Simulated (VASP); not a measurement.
A run of VASP 6.6.1 is set up as follows.

File POSCAR:

```
SiC
1.0
    0.0000000000      2.1505369288      2.1505369288
    2.1505369288      0.0000000000      2.1505369288
    2.1505369288      2.1505369288      0.0000000000
Si C
1 1
Direct
    0.0000000000      0.0000000000      0.0000000000
    0.2500000000      0.2500000000      0.2500000000
```

File INCAR.step1:

```
SYSTEM = SiC
PREC = Accurate
ENCUT = 660
ISMEAR = 0
SIGMA = 0.01
LREAL = .False.
LASPH = .True.
NELM = 120
NBANDS = 11
GGA = PE
ALGO = Normal
EDIFF = 1E-5
LWAVE = .True.
LCHARG = .False.
GGA_COMPAT = .False.
```

INCAR.step2

```
SYSTEM = SiC
PREC = Accurate
ENCUT = 660
EDIFF = 1E-6
ISMEAR = 0
SIGMA = 0.01
LREAL = .False.
LASPH = .True.
NELM = 120
ALGO = Normal
ISIF = 2
LWAVE = .False.
LCHARG = .False.
METAGGA = R2SCAN
LMIXTAU = .True.
NBANDS = 11
ISTART = 1
GGA_COMPAT = .False.
```

File KPOINTS:

```
regular mesh
0
Gamma
  10 10 10
  0 0 0
```

Potentials or basis: VASP PAW PBE potentials, release 64 (Si, C).

Run with:

```bash
$ cat potpaw_PBE.64/Si/POTCAR potpaw_PBE.64/C/POTCAR > POTCAR
$ cp INCAR.step1 INCAR
$ mpirun -np 1 vasp_std > vasp.out
$ cp INCAR.step2 INCAR
$ mpirun -np 1 vasp_std > vasp.out
```

Q: What does it give for the band gap on the k mesh?

A: 1.70 eV (least direct gap 5.11 eV).

Q: What does it give for the pressure?

A: 8.9 GPa.

Caveat: the cell stands under pressure; the PAW data sets were made with another functional, which shifts forces and pressure a little. A k mesh can miss the band edges.
